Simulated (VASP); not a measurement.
# Si (a cell with a defect) in VASP: single point with PBE

Aim: the single point of Si (a cell with a defect) with PBE.

Everything below comes from runs of VASP 6.6.1. Logs are shortened: lines on timing, memory, paths and dates and some standing lists are left out, and cuts for length are marked.

## 1. The cell of the first run

The cell holds a defect, 17 atoms: a = 7.679 Å, b = 7.679 Å, c = 7.679 Å, α = 60.00°, β = 60.00°, γ = 60.00°.

## 2. Single point, PBE

The input, INCAR:

```
SYSTEM = Si
PREC = Accurate
ENCUT = 520
EDIFF = 1E-7
ISMEAR = -1
SIGMA = 0.02
LREAL = Auto
LASPH = .TRUE.
NELM = 80
ALGO = Normal
ISIF = 2
LWAVE = .FALSE.
LCHARG = .TRUE.
GGA = PE
LELF = .TRUE.
LVHAR = .TRUE.
NBANDS = 48
```

The input, KPOINTS:

```
Automatic mesh
0
G
  2 2 2
  0 0 0
```

The input, POSCAR:

```
Si
1.0
    0.0000000000      5.4300000000      5.4300000000
    5.4300000000      0.0000000000      5.4300000000
    5.4300000000      5.4300000000      0.0000000000
Si
17
Direct
    0.0090104972     -0.0273023941      0.0093550645
    0.1186647330      0.1218477901      0.1190343462
   -0.0207113260      0.0040382136      0.5084964088
    0.1187053407      0.1217071823      0.6408604052
   -0.0004067219      0.4933164825      0.0000389503
    0.1333484346      0.5992633517      0.1338604052
   -0.0004029466      0.4931747698      0.5073913444
    0.1161569061      0.6267222836      0.6286626151
    0.5081306630      0.0042549724     -0.0205076427
    0.6405357274      0.1218093923      0.1190009208
    0.5081552486      0.0041791897      0.5084653775
    0.6115186004      0.1653668508      0.6116922652
    0.5068767035      0.4932697053      0.0000299263
    0.6282128913      0.6269162063      0.1164274401
    0.4867902394      0.5391941068      0.4870760589
    0.6282130755      0.6268384899      0.6286484346
    0.3484732044     -0.0455982505      0.3487035912
```

Potentials or basis: VASP PAW PBE potentials, release 64 (Si).

Started as:

```sh
cat potpaw_PBE.64/Si/POTCAR > POTCAR
mpirun -np 1 vasp_std > vasp.out
```

OUTCAR:

```text
SYSTEM = Si
   PREC = Accurate
   ENCUT = 520
   EDIFF = 1E-7
   ISMEAR = -1
   LREAL = Auto
   LASPH = .TRUE.
   NELM = 80
   ISIF = 2
   GGA = PE

 ion  position               nearest neighbor table
   1  0.009  0.973  0.009-  10 2.32   4 2.32   2 2.32   6 2.34
   2  0.119  0.122  0.119-   1 2.32   5 2.33   3 2.44   9 2.44  17 2.54
   3  0.979  0.004  0.508-  12 2.32  17 2.37   8 2.37   4 2.44   2 2.44
   4  0.119  0.122  0.641-   1 2.32   7 2.33   3 2.44  11 2.44  17 2.54
   5  1.000  0.493  0.000-   8 2.33  14 2.33   2 2.33   6 2.35
   6  0.133  0.599  0.134-   1 2.34   7 2.35   5 2.35  13 2.35
   7  1.000  0.493  0.507-   8 2.33  16 2.33   4 2.33   6 2.35
   8  0.116  0.627  0.629-   5 2.33   7 2.33  15 2.34   3 2.37  17 3.06
   9  0.508  0.004  0.979-  12 2.32  17 2.37  14 2.37   2 2.44  10 2.44
  10  0.641  0.122  0.119-   1 2.32  13 2.33  11 2.44   9 2.44  17 2.54
  11  0.508  0.004  0.508-  12 2.32  17 2.37  16 2.37   4 2.44  10 2.44
  12  0.612  0.165  0.612-  11 2.32   3 2.32   9 2.32  15 2.34
  13  0.507  0.493  0.000-  16 2.33  14 2.33  10 2.33   6 2.35
  14  0.628  0.627  0.116-   5 2.33  13 2.33  15 2.34   9 2.37  17 3.06
  15  0.487  0.539  0.487-  16 2.34  14 2.34   8 2.34  12 2.34  17 2.60
  16  0.628  0.627  0.629-  13 2.33   7 2.33  15 2.34  11 2.37  17 3.06
  17  0.348  0.954  0.349-   9 2.37   3 2.37  11 2.37   2 2.54  10 2.54   4 2.54  15 2.60  16 3.06
                            14 3.06   8 3.06

  LATTYP: Found a face centered cubic cell.
 ALAT       =    10.8600000000

  Lattice vectors:

 A1 = (   0.0000000000,   5.4300000000,   5.4300000000)
 A2 = (   5.4300000000,   0.0000000000,   5.4300000000)
 A3 = (   5.4300000000,   5.4300000000,   0.0000000000)

Analysis of symmetry for initial positions (statically):
=====================================================================
 Subroutine PRICEL returns:
 Original cell was already a primitive cell.

 Routine SETGRP: Setting up the symmetry group for a
 face centered cubic supercell.

 Subroutine GETGRP returns: Found  1 space group operations
 (whereof  1 operations were pure point group operations)
 out of a pool of 48 trial point group operations.

The static configuration has the point symmetry C_1 .

Analysis of symmetry for dynamics (positions and initial velocities):
=====================================================================
 Subroutine PRICEL returns:
 Original cell was already a primitive cell.

 Routine SETGRP: Setting up the symmetry group for a
 face centered cubic supercell.

 Subroutine GETGRP returns: Found  1 space group operations
 (whereof  1 operations were pure point group operations)
 out of a pool of 48 trial point group operations.

The dynamic configuration has the point symmetry C_1 .

 Subroutine INISYM returns: Found  1 space group operations
 (whereof  1 operations are pure point group operations),
 and found     1 'primitive' translations

----------------------------------------------------------------------------------------

                                     Primitive cell

  volume of cell :     320.2060

  direct lattice vectors                    reciprocal lattice vectors
     0.000000000  5.430000000  5.430000000    -0.092081031  0.092081031  0.092081031
     5.430000000  0.000000000  5.430000000     0.092081031 -0.092081031  0.092081031
     5.430000000  5.430000000  0.000000000     0.092081031  0.092081031 -0.092081031

  length of vectors
     7.679179644  7.679179644  7.679179644     0.159489025  0.159489025  0.159489025

  position of ions in fractional coordinates (direct lattice)
     0.009010497  0.972697606  0.009355064
     0.118664733  0.121847790  0.119034346
     0.979288674  0.004038214  0.508496409
     0.118705341  0.121707182  0.640860405
     0.999593278  0.493316482  0.000038950
     0.133348435  0.599263352  0.133860405
[... 9 lines left out ...]
     0.628213075  0.626838490  0.628648435
     0.348473204  0.954401750  0.348703591

  ion indices of the primitive-cell ions
   primitive index   ion index
                 1           1
                 2           2
                 3           3
                 4           4
                 5           5
                 6           6
[... 9 lines left out ...]
                16          16
                17          17

----------------------------------------------------------------------------------------

 KPOINTS: Automatic mesh

Automatic generation of k-mesh.
 Grid dimensions read from file:
 generate k-points for:    2    2    2

 Generating k-lattice:

  Cartesian coordinates                     Fractional coordinates (reciprocal lattice)
    -0.046040516  0.046040516  0.046040516     0.500000000  0.000000000  0.000000000
     0.046040516 -0.046040516  0.046040516     0.000000000  0.500000000  0.000000000
     0.046040516  0.046040516 -0.046040516     0.000000000  0.000000000  0.500000000

  Length of vectors
     0.079744512  0.079744512  0.079744512

  Shift w.r.t. Gamma in fractional coordinates (k-lattice)
     0.000000000  0.000000000  0.000000000

 Subroutine IBZKPT returns following result:
 ===========================================

 Found      8 irreducible k-points:

 Following reciprocal coordinates:
            Coordinates               Weight
  0.000000  0.000000  0.000000      1.000000
  0.500000  0.000000  0.000000      1.000000
  0.000000  0.500000  0.000000      1.000000
  0.000000  0.000000  0.500000      1.000000
  0.500000  0.500000  0.500000      1.000000
  0.500000  0.500000  0.000000      1.000000
  0.000000  0.500000  0.500000      1.000000
  0.500000  0.000000  0.500000      1.000000
   k-points           NKPTS =      8   k-points in BZ     NKDIM =      8   number of bands    NBANDS=     48
   number of dos      NEDOS =    301   number of ions     NIONS =     17
   total plane-waves  NPLWV = 216000
   dimension x,y,z NGX =    60 NGY =   60 NGZ =   60
   dimension x,y,z NGXF=   120 NGYF=  120 NGZF=  120
   ions per type =              17
   NGX,Y,Z   is equivalent  to a cutoff of  12.99, 12.99, 12.99 a.u.
   NGXF,Y,Z  is equivalent  to a cutoff of  25.98, 25.98, 25.98 a.u.
 SYSTEM =  Si
   PREC   = accura    normal or accurate (medium, high low for compatibility)
   ISTART =      0    job   : 0-new  1-cont  2-samecut
   ICHARG =      2    charge: 1-file 2-atom 10-const
   ISPIN  =      1    spin polarized calculation?
   LNONCOLLINEAR =      F non collinear calculations
   LSORBIT =      F    spin-orbit coupling
   LASPH  =      T    aspherical Exc in radial PAW
   ENCUT  =  520.0 eV  38.22 Ry    6.18 a.u.  14.28 14.28 14.28*2*pi/ulx,y,z
   NELM   =     80;   NELMIN=  2; NELMDL= -5     # of ELM steps
   EDIFF  = 0.1E-06   stopping-criterion for ELM
   LREAL  =      T    real-space projection
   EDIFFG = 0.1E-05   stopping-criterion for IOM
   NSW    =      0    number of steps for IOM
   IBRION =     -1    ionic relax: 0-MD 1-quasi-New 2-CG
   NFREE  =      0    steps in history (QN), initial steepest desc. (CG)
   ISIF   =      2    stress and relaxation
   ISYM   =      2    0-nonsym 1-usesym 2-fastsym
   POTIM  = 0.5000    time-step for ionic-motion
   TEBEG  =    0.0;   TEEND  =   0.0 temperature during run
   PSTRESS=    0.0 pullay stress
   NELECT =      68.0000    total number of electrons
   NUPDOWN=      -1.0000    fix difference up-down
   EMIN   =  10.00;   EMAX   =-10.00  energy-range for DOS
   EFERMI =   0.00;   METHOD = LEGACY
   ISMEAR =    -1;   SIGMA  =   0.02  broadening in eV -4-tet -1-fermi 0-gaus
   EFERMI_NEDOS =   21; number of points for ismear=-14 and -15
   IALGO  =     38    algorithm
   IMIX   =      4    mixing-type and parameters
     AMIX     =   0.40;   BMIX     =  1.00
     AMIX_MAG =   1.60;   BMIX_MAG =  1.00
  volume/ion in A,a.u.               =      18.84       127.11
  Fermi-wavevector in a.u.,A,eV,Ry     =   0.976715  1.845724 12.979587  0.953973
  Thomas-Fermi vector in A             =   2.107356
   LORBIT       =      0    0 simple, 1 ext, 2 COOP (PROOUT), +10 PAW based schemes
   GGA     = PE    functional components
   LHFCALC =     F    Hartree Fock is set to
   AEXX    =    0.0000 exact exchange contribution
   IVDW    =     0    specifies the selected vdW correction
   LEPSILON=     F    determine dielectric tensor
   LRPA    =     F    only Hartree local field effects (RPA)
 non-spin polarized calculation
  energy-cutoff  :      520.00
  volume of cell :      320.21
 maximum number of plane-waves:      8646
 NGX is ok and might be reduce to    60
   NGX = 29   NGY = 29   NGZ = 29

 number of electron      68.0000000 magnetization

 Free energy of the ion-electron system (eV)
  ---------------------------------------------------
  ext. energy  EPLUGINS =         0.00000000
  ---------------------------------------------------
  free energy    TOTEN  =       -87.77537285 eV

  energy without entropy =      -87.76383537  energy(sigma->0) =      -87.76960411

 E-fermi :   6.8402     XC(G=0):  -9.6843

 val. band max:        6.7755931164   @ k =   0.0000   0.0000   0.0000
 cond. band min:       6.8517084920   @ k =   0.5000   0.0000   0.5000
 fundamental gap:      0.0761153756
 Fermi energy:         6.8402490439

 k-point     1 :       0.0000    0.0000    0.0000
  band No.  band energies     occupation
      1      -6.2798      2.00000
      2      -3.8763      2.00000
      3      -3.6351      2.00000
      4      -3.6350      2.00000
      5      -3.4689      2.00000
      6      -2.6895      2.00000
[... 38 lines left out ...]
     45       8.3550      0.00000
     46       8.8635      0.00000

 k-point     2 :       0.5000    0.0000    0.0000
  band No.  band energies     occupation
      1      -5.8459      2.00000
      2      -4.9855      2.00000
      3      -3.6259      2.00000
      4      -3.4449      2.00000
      5      -3.2469      2.00000
      6      -2.9937      2.00000
[... 286 lines left out ...]
 k-point     8 :       0.5000    0.0000    0.5000
  band No.  band energies     occupation
      1      -5.7205      2.00000
      2      -4.7129      2.00000
      3      -4.0356      2.00000
      4      -3.8820      2.00000
      5      -3.8190      2.00000
      6      -3.6398      2.00000
[... 38 lines left out ...]
     45      10.2059      0.00000
     46      10.4514      0.00000
 [bands above 46 left out]

------------------------ aborting loop because EDIFF is reached ----------------------------------------

  FORCE on cell =-STRESS in cart. coord.  units (eV):
  Direction    XX          YY          ZZ          XY          YZ          ZX
  --------------------------------------------------------------------------------------
  -------------------------------------------------------------------------------------
  Total       10.1145610     10.1126395     10.1203216      1.1886460      1.1891605     -1.1902169
  in kB       50.6090443     50.5994300     50.6378679      5.9474889      5.9500632     -5.9553490
  external PRESSURE =      50.6154474 kB  Pullay stress =       0.0000000 kB

 VOLUME and BASIS-vectors are now :
 -----------------------------------------------------------------------------
  energy-cutoff  :      520.00
  volume of cell :      320.21
      direct lattice vectors                 reciprocal lattice vectors
     0.000000000  5.430000000  5.430000000    -0.092081031  0.092081031  0.092081031
     5.430000000  0.000000000  5.430000000     0.092081031 -0.092081031  0.092081031
     5.430000000  5.430000000  0.000000000     0.092081031  0.092081031 -0.092081031

 POSITION                                       TOTAL-FORCE (eV/Angst)
 -----------------------------------------------------------------------------------
      5.33255      0.09973      5.33067         0.046712     -0.046953      0.045584
      1.30799      1.29071      1.30598         0.022246      0.008250      0.023181
      2.78306      8.07867      5.33946         0.045048     -0.045146      0.055219
      4.14074      4.12444      1.30544        -0.008746     -0.023404      0.023619
      2.67892      5.42800      8.10650        -0.000403     -0.027861     -0.000161
      3.98086      1.45094      3.97808         0.033925     -0.035235      0.036001
[... 9 lines left out ...]
      6.81729      6.82476      6.81493         0.038472     -0.011179      0.039749
      7.07586      3.78567      7.07461        -0.456119      0.455975     -0.455751
 -----------------------------------------------------------------------------------
    total drift:                                0.001664     -0.004817      0.003889

  FREE ENERGIE OF THE ION-ELECTRON SYSTEM (eV)
  ---------------------------------------------------
  free  energy   TOTEN  =       -87.7753728473 eV

  energy  without entropy=      -87.7638353696  energy(sigma->0) =      -87.76960411
```

It took 2.9 min on 1 thread of Intel Xeon Platinum 8375C at 2.90GHz (Ice Lake), shared host; peak memory 0.47 GiB.

Results:

```
Free energy            : -87.7754 eV
Pressure               : 5.1 GPa
Largest force          : 0.790 eV/Å
Band gap on the k mesh : zero (bands 34 and 35 overlap by 0.08 eV)
```

Forces on the atoms (eV/Å):
```
Si   0.047 -0.047  0.046
Si   0.022  0.008  0.023
Si   0.045 -0.045  0.055
Si  -0.009 -0.023  0.024
Si   0.000 -0.028  0.000
Si   0.034 -0.035  0.036
Si   0.029  0.000  0.000
Si   0.039 -0.038  0.013
Si   0.055 -0.044  0.044
Si   0.023 -0.024 -0.010
Si   0.044 -0.056  0.044
Si   0.037 -0.036  0.036
Si   0.000  0.001  0.028
Si   0.012 -0.038  0.039
Si   0.040 -0.039  0.038
Si   0.038 -0.011  0.040
Si  -0.456  0.456 -0.456
```

Levels at points of the mesh, in eV from the Fermi level:
| k point | band 32 | band 33 | band 34 | band 35 | band 36 | band 37 |
| --- | --- | --- | --- | --- | --- | --- |
| (0.00, 0.00, 0.00) | -0.73 | -0.73 | -0.46 | -0.07 | -0.06 | 0.15 |
| (0.50, 0.00, 0.00) | -1.41 | -1.18 | -0.15 | 0.17 | 0.81 | 0.88 |
| (0.00, 0.50, 0.00) | -1.34 | -1.34 | -0.21 | 0.46 | 0.46 | 1.10 |
| (0.00, 0.00, 0.50) | -1.41 | -1.18 | -0.15 | 0.17 | 0.81 | 0.88 |
| (0.50, 0.50, 0.50) | -1.41 | -1.18 | -0.15 | 0.17 | 0.81 | 0.88 |
| (0.50, 0.50, 0.00) | -1.81 | -0.85 | 0.01 | 0.53 | 1.23 | 1.30 |
| (0.00, 0.50, 0.50) | -1.81 | -0.85 | 0.01 | 0.53 | 1.23 | 1.30 |
| (0.50, 0.00, 0.50) | -1.81 | -0.85 | 0.01 | 0.53 | 1.23 | 1.30 |

Caveat: the k points lie up to 0.50 Å⁻¹ apart.
